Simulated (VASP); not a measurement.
# Al (P-6m2) in VASP: notebook

The runs below take Al through single point, with PBE.

Everything below comes from runs of VASP 6.6.1. Logs are shortened: lines on timing, memory, paths and dates and some standing lists are left out, and cuts for length are marked.

### 1 The cell of the first run

It takes space group P-6m2 (No. 187, hexagonal). Conventional cell: a = 2.854 Å, b = 2.854 Å, c = 14.125 Å, α = 90.00°, β = 90.00°, γ = 120.00°. Al (site symmetry -6m2) has 12 Al at 2.85 to 2.87 Å within 3.8 Å. Within 3.8 Å of Al (site symmetry 3m) lie 12 Al at 2.85 to 2.87 Å. Within 3.8 Å of Al (site symmetry 3m) lie 12 Al at 2.85 to 2.89 Å. Al (site symmetry -6m2) has 12 Al at 2.85 to 2.89 Å within 3.8 Å.

### 2 Single point, PBE

Input file INCAR:

```
  PREC = Accurate
  ENCUT = 520
  EDIFF = 1E-6
  ISMEAR = 0
  SIGMA = 0.1
  LREAL = F
  LASPH = T
  NELM = 60
  ALGO = Fast
  ISIF = 2
  LWAVE = F
  LCHARG = F
  GGA = PE
  NBANDS = 18
```

Input file KPOINTS:

```
regular mesh
0
Gamma
  18 18 4
```

Input file POSCAR:

```
Al
1.0
    2.8535586330      0.0000000000      0.0000000000
   -1.4267793165      2.4712542673      0.0000000000
    0.0000000000      0.0000000000     14.1252443970
Al
6
Direct
    0.0000000000      0.0000000000      0.0000000000
    0.3333333333      0.6666666667      0.1663574855
    0.6666666667      0.3333333333      0.3322468281
    0.3333333333      0.6666666667      0.5000000000
    0.6666666667      0.3333333333      0.6677531719
    0.3333333333      0.6666666667      0.8336425145
```

Potentials or basis: VASP PAW PBE potentials, release 64 (Al).

The run is started by

```bash
$ cat potpaw_PBE.64/Al/POTCAR > POTCAR
$ mpirun -np 1 vasp_std > vasp.out
```

OUTCAR:

```text
PREC = Accurate
   ENCUT = 520
   EDIFF = 1E-6
   ISMEAR = 0
   LREAL = F
   LASPH = T
   NELM = 60
   ISIF = 2
   GGA = PE

 ion  position               nearest neighbor table
   1  0.000  0.000  0.000-   2 2.87   6 2.87   2 2.87   6 2.87   2 2.87   6 2.87
   2  0.333  0.667  0.166-   3 2.86   3 2.86   3 2.86   1 2.87   1 2.87   1 2.87
   3  0.667  0.333  0.332-   2 2.86   2 2.86   2 2.86   4 2.89   4 2.89   4 2.89
   4  0.333  0.667  0.500-   3 2.89   5 2.89   3 2.89   5 2.89   3 2.89   5 2.89
   5  0.667  0.333  0.668-   6 2.86   6 2.86   6 2.86   4 2.89   4 2.89   4 2.89
   6  0.333  0.667  0.834-   5 2.86   5 2.86   5 2.86   1 2.87   1 2.87   1 2.87

  LATTYP: Found a hexagonal cell.
 ALAT       =     2.8535586330
 C/A-ratio  =     4.9500452641

  Lattice vectors:

 A1 = (   2.8535586330,   0.0000000000,   0.0000000000)
 A2 = (  -1.4267793165,   2.4712542673,   0.0000000000)
 A3 = (   0.0000000000,   0.0000000000,  14.1252443970)

Analysis of symmetry for initial positions (statically):
=====================================================================
 Subroutine PRICEL returns:
 Original cell was already a primitive cell.

 Routine SETGRP: Setting up the symmetry group for a
 hexagonal supercell.

 Subroutine GETGRP returns: Found 12 space group operations
 (whereof 12 operations were pure point group operations)
 out of a pool of 24 trial point group operations.

The static configuration has the point symmetry D_3h.

Analysis of symmetry for dynamics (positions and initial velocities):
=====================================================================
 Subroutine PRICEL returns:
 Original cell was already a primitive cell.

 Routine SETGRP: Setting up the symmetry group for a
 hexagonal supercell.

 Subroutine GETGRP returns: Found 12 space group operations
 (whereof 12 operations were pure point group operations)
 out of a pool of 24 trial point group operations.

The dynamic configuration has the point symmetry D_3h.

 Subroutine INISYM returns: Found 12 space group operations
 (whereof 12 operations are pure point group operations),
 and found     1 'primitive' translations

----------------------------------------------------------------------------------------

                                     Primitive cell

  volume of cell :      99.6094

  direct lattice vectors                    reciprocal lattice vectors
     2.853558633  0.000000000  0.000000000     0.350439619  0.202326408  0.000000000
    -1.426779317  2.471254267  0.000000000     0.000000000  0.404652817  0.000000000
     0.000000000  0.000000000 14.125244397     0.000000000  0.000000000  0.070795235

  length of vectors
     2.853558633  2.853558633 14.125244397     0.404652817  0.404652817  0.070795235

  position of ions in fractional coordinates (direct lattice)
     0.000000000  0.000000000  0.000000000
     0.333333333  0.666666667  0.166357486
     0.666666667  0.333333333  0.332246828
     0.333333333  0.666666667  0.500000000
     0.666666667  0.333333333  0.667753172
     0.333333333  0.666666667  0.833642514

  ion indices of the primitive-cell ions
   primitive index   ion index
                 1           1
                 2           2
                 3           3
                 4           4
                 5           5
                 6           6

----------------------------------------------------------------------------------------

 KPOINTS: regular mesh

Automatic generation of k-mesh.
 Grid dimensions read from file:
 generate k-points for:   18   18    4

 Generating k-lattice:

  Cartesian coordinates                     Fractional coordinates (reciprocal lattice)
     0.019468868  0.011240356  0.000000000     0.055555556 -0.000000000  0.000000000
     0.000000000  0.022480712  0.000000000     0.000000000  0.055555556  0.000000000
     0.000000000  0.000000000  0.017698809     0.000000000  0.000000000  0.250000000

  Length of vectors
     0.022480712  0.022480712  0.017698809

  Shift w.r.t. Gamma in fractional coordinates (k-lattice)
     0.000000000  0.000000000  0.000000000

 Subroutine IBZKPT returns following result:
 ===========================================

 Found    111 irreducible k-points:

 Following reciprocal coordinates:
            Coordinates               Weight
  0.000000  0.000000  0.000000      1.000000
  0.055556  0.000000  0.000000      6.000000
  0.111111  0.000000  0.000000      6.000000
  0.166667 -0.000000  0.000000      6.000000
  0.222222  0.000000  0.000000      6.000000
  0.277778  0.000000  0.000000      6.000000
[... 16 lines left out ...]
  0.333333  0.111111  0.000000     12.000000
  0.388889  0.111111  0.000000     12.000000
 [... further k-points ...]
   k-points           NKPTS =    111   k-points in BZ     NKDIM =    111   number of bands    NBANDS=     18
   number of dos      NEDOS =    301   number of ions     NIONS =      6
   total plane-waves  NPLWV =  62208
   dimension x,y,z NGX =    24 NGY =   24 NGZ =  108
   dimension x,y,z NGXF=    48 NGYF=   48 NGZF=  216
   ions per type =               6
   NGX,Y,Z   is equivalent  to a cutoff of  13.98, 13.98, 12.71 a.u.
   NGXF,Y,Z  is equivalent  to a cutoff of  27.96, 27.96, 25.42 a.u.
 SYSTEM =  unknown system
   PREC   = accura    normal or accurate (medium, high low for compatibility)
   ISTART =      0    job   : 0-new  1-cont  2-samecut
   ICHARG =      2    charge: 1-file 2-atom 10-const
   ISPIN  =      1    spin polarized calculation?
   LNONCOLLINEAR =      F non collinear calculations
   LSORBIT =      F    spin-orbit coupling
   LASPH  =      T    aspherical Exc in radial PAW
   ENCUT  =  520.0 eV  38.22 Ry    6.18 a.u.   5.31  5.31 26.26*2*pi/ulx,y,z
   NELM   =     60;   NELMIN=  2; NELMDL= -5     # of ELM steps
   EDIFF  = 0.1E-05   stopping-criterion for ELM
   LREAL  =      F    real-space projection
   EDIFFG = 0.1E-04   stopping-criterion for IOM
   NSW    =      0    number of steps for IOM
   IBRION =     -1    ionic relax: 0-MD 1-quasi-New 2-CG
   NFREE  =      0    steps in history (QN), initial steepest desc. (CG)
   ISIF   =      2    stress and relaxation
   ISYM   =      2    0-nonsym 1-usesym 2-fastsym
   POTIM  = 0.5000    time-step for ionic-motion
   TEBEG  =    0.0;   TEEND  =   0.0 temperature during run
   PSTRESS=    0.0 pullay stress
   NELECT =      18.0000    total number of electrons
   NUPDOWN=      -1.0000    fix difference up-down
   EMIN   =  10.00;   EMAX   =-10.00  energy-range for DOS
   EFERMI =   0.00;   METHOD = LEGACY
   ISMEAR =     0;   SIGMA  =   0.10  broadening in eV -4-tet -1-fermi 0-gaus
   EFERMI_NEDOS =   21; number of points for ismear=-14 and -15
   IALGO  =     68    algorithm
   IMIX   =      4    mixing-type and parameters
     AMIX     =   0.40;   BMIX     =  1.00
     AMIX_MAG =   1.60;   BMIX_MAG =  1.00
  volume/ion in A,a.u.               =      16.60       112.03
  Fermi-wavevector in a.u.,A,eV,Ry     =   0.925548  1.749032 11.655282  0.856639
  Thomas-Fermi vector in A             =   2.051414
   LORBIT       =      0    0 simple, 1 ext, 2 COOP (PROOUT), +10 PAW based schemes
   GGA     = PE    functional components
   LHFCALC =     F    Hartree Fock is set to
   AEXX    =    0.0000 exact exchange contribution
   IVDW    =     0    specifies the selected vdW correction
   LEPSILON=     F    determine dielectric tensor
   LRPA    =     F    only Hartree local field effects (RPA)
 non-spin polarized calculation
 RMM-DIIS sequential band-by-band and
 Gauss-broadening in eV      SIGMA  =   0.10
  energy-cutoff  :      520.00
  volume of cell :       99.61
 maximum number of plane-waves:      2710
 NGX is ok and might be reduce to    24

 number of electron      18.0000000 magnetization

 Free energy of the ion-electron system (eV)
  ---------------------------------------------------
  ext. energy  EPLUGINS =         0.00000000
  ---------------------------------------------------
  free energy    TOTEN  =       -22.36892730 eV

  energy without entropy =      -22.35539291  energy(sigma->0) =      -22.36216011

 E-fermi :   7.9364     XC(G=0): -10.1753

 val. band max:        7.9291477870   @ k =   0.3333   0.0000   0.0000
 cond. band min:       7.9396304630   @ k =   0.3333   0.2222   0.2500
 fundamental gap:      0.0104826761
 Fermi energy:         7.9364132316

 k-point     1 :       0.0000    0.0000    0.0000
  band No.  band energies     occupation
      1      -3.1586      2.00000
      2      -2.4322      2.00000
      3      -2.4018      2.00000
      4      -0.2321      2.00000
      5      -0.2063      2.00000
      6       3.3160      2.00000
[... 10 lines left out ...]
     17      19.3469      0.00000
     18      19.5021      0.00000

 k-point     2 :       0.0556    0.0000    0.0000
  band No.  band energies     occupation
      1      -3.0838      2.00000
      2      -2.3578      2.00000
      3      -2.3274      2.00000
      4      -0.1588      2.00000
      5      -0.1330      2.00000
      6       3.3855      2.00000
[... 10 lines left out ...]
     17      18.3456      0.00000
     18      19.0130      0.00000

 k-point     3 :       0.1111    0.0000    0.0000
  band No.  band energies     occupation
      1      -2.8597      2.00000
      2      -2.1347      2.00000
      3      -2.1044      2.00000
      4       0.0607      2.00000
      5       0.0866      2.00000
      6       3.5938      2.00000
[... 412 lines left out ...]
 k-point    23 :       0.3333    0.1111    0.0000
  band No.  band energies     occupation
      1       0.6779      2.00000
      2       1.3840      2.00000
      3       1.4132      2.00000
      4       3.5063      2.00000
      5       3.5349      2.00000
      6       5.7096      2.00000
[... 10 lines left out ...]
     17      12.0001      0.00000
     18      12.4440      0.00000

 k-point    24 :       0.3889    0.1111    0.0000
  band No.  band energies     occupation
      1       1.7637      2.00000
      2       2.4617      2.00000
      3       2.4890      2.00000
      4       4.3109      2.00000
      5       4.4579      2.00000
      6       4.4699      2.00000
[... 10 lines left out ...]
     17      11.5209      0.00000
     18      12.9736      0.00000

 [... further k-points ...]

------------------------ aborting loop because EDIFF is reached ----------------------------------------

  FORCE on cell =-STRESS in cart. coord.  units (eV):
  Direction    XX          YY          ZZ          XY          YZ          ZX
  --------------------------------------------------------------------------------------
  -------------------------------------------------------------------------------------
  Total       -0.0249415     -0.0249415     -0.0127972      0.0000000     -0.0000000      0.0000000
  in kB       -0.4011737     -0.4011737     -0.2058386      0.0000000     -0.0000000      0.0000000
  external PRESSURE =      -0.3360620 kB  Pullay stress =       0.0000000 kB

 VOLUME and BASIS-vectors are now :
 -----------------------------------------------------------------------------
  energy-cutoff  :      520.00
  volume of cell :       99.61
      direct lattice vectors                 reciprocal lattice vectors
     2.853558633  0.000000000  0.000000000     0.350439619  0.202326408  0.000000000
    -1.426779317  2.471254267  0.000000000     0.000000000  0.404652817  0.000000000
     0.000000000  0.000000000 14.125244397     0.000000000  0.000000000  0.070795235

 POSITION                                       TOTAL-FORCE (eV/Angst)
 -----------------------------------------------------------------------------------
      0.00000      0.00000      0.00000        -0.000000      0.000000      0.000000
     -0.00000      1.64750      2.34984        -0.000000      0.000000     -0.000195
      1.42678      0.82375      4.69307         0.000000     -0.000000     -0.000219
     -0.00000      1.64750      7.06262         0.000000     -0.000000      0.000000
      1.42678      0.82375      9.43218         0.000000      0.000000      0.000219
     -0.00000      1.64750     11.77540        -0.000000      0.000000      0.000195
 -----------------------------------------------------------------------------------
    total drift:                               -0.000000      0.000000      0.000000

  FREE ENERGIE OF THE ION-ELECTRON SYSTEM (eV)
  ---------------------------------------------------
  free  energy   TOTEN  =       -22.3689273000 eV

  energy  without entropy=      -22.3553929116  energy(sigma->0) =      -22.36216011
```

Run time: 3.2 min. Hardware: 1 thread of AMD EPYC 7R13 (Zen 3), shared host; peak memory 0.29 GiB.

What came out:

```yaml
Free_energy: -22.3689 eV
Pressure: 0.0 GPa
Band_gap_on_the_k_mesh: zero (bands 9 and 10 overlap by 5.90 eV)
```

Levels at points of the mesh, in eV from the Fermi level:
```
           k point  band 4  band 5  band 6  band 7  band 8  band 9  band 10  band 11  band 12  band 13
(0.00, 0.00, 0.00)   -8.17   -8.14   -4.62   -4.50    0.33    0.35     6.39     6.39    10.75    10.75
(0.50, 0.00, 0.00)   -4.53   -4.45   -4.39   -2.49   -2.44   -2.09    -2.07     0.80     1.17     1.32
(0.00, 0.00, 0.50)   -9.43   -6.54   -6.52   -2.28   -2.25    3.23     3.24     9.65     9.68    10.88
(0.50, 0.00, 0.50)   -4.90   -3.89   -3.82   -3.29   -3.22   -0.95    -0.92    -0.50    -0.43     3.26
```

### 3 Single point, PBE

This run uses another cell than the first one: it holds 8 atoms, not 6.

Input file INCAR:

```
PREC = Accurate
ENCUT = 520
EDIFF = 1E-7
ISMEAR = 0
SIGMA = 0.1
LREAL = False
LASPH = True
NELM = 100
ALGO = Fast
ISIF = 2
LWAVE = False
LCHARG = False
GGA = PE
NBANDS = 22
```

Input file KPOINTS:

```
Automatic mesh
0
Gamma
  18 18 3
```

Input file POSCAR:

```
Al
1.0
    2.8562282768      0.0000000000      0.0000000000
   -1.4281141384      2.4735662467      0.0000000000
    0.0000000000      0.0000000000     18.7685041516
Al
8
Direct
    0.0000000000      0.0000000000      0.0000000000
    0.3333333333      0.6666666667      0.1260728355
    0.0000000000      0.0000000000      0.2508612748
    0.6666666667      0.3333333333      0.3745446890
    0.3333333333      0.6666666667      0.5000000000
    0.6666666667      0.3333333333      0.6254553110
    0.0000000000      0.0000000000      0.7491387252
    0.3333333333      0.6666666667      0.8739271645
```

Potentials or basis: VASP PAW PBE potentials, release 64 (Al).

The run is started by

```bash
$ cat potpaw_PBE.64/Al/POTCAR > POTCAR
$ mpirun -np 1 vasp_std > vasp.out
```

Wall time 5.5 min (1 thread of AMD EPYC 7R13 (Zen 3), shared host); peak memory 0.31 GiB.

The run converged. Its results:

```yaml
Free_energy: -29.8694 eV
Pressure: 0.0 GPa
Largest_force: 0.003 eV/Å
Band_gap_on_the_k_mesh: zero (bands 12 and 13 overlap by 5.55 eV)
```

Forces in eV/Å, atoms in the order of the input:
```
Al   0.000  0.000  0.000
Al   0.000  0.000  0.003
Al   0.000  0.000 -0.001
Al   0.000  0.000 -0.001
Al   0.000  0.000  0.000
Al   0.000  0.000  0.001
Al   0.000  0.000  0.001
Al   0.000  0.000 -0.003
```

Levels at points of the mesh, in eV from the Fermi level:
| k point | band 7 | band 8 | band 9 | band 10 | band 11 | band 12 | band 13 | band 14 | band 15 | band 16 |
| --- | --- | --- | --- | --- | --- | --- | --- | --- | --- | --- |
| (0.00, 0.00, 0.00) | -7.32 | -4.57 | -4.42 | -0.93 | -0.89 | 3.35 | 3.35 | 8.16 | 8.18 | 10.78 |
| (0.50, 0.00, 0.00) | -3.79 | -3.76 | -3.34 | -3.31 | -1.65 | -1.62 | -1.34 | -1.32 | 1.00 | 1.21 |

The gap in the log of VASP goes by the Fermi energy; the results here count the filled bands.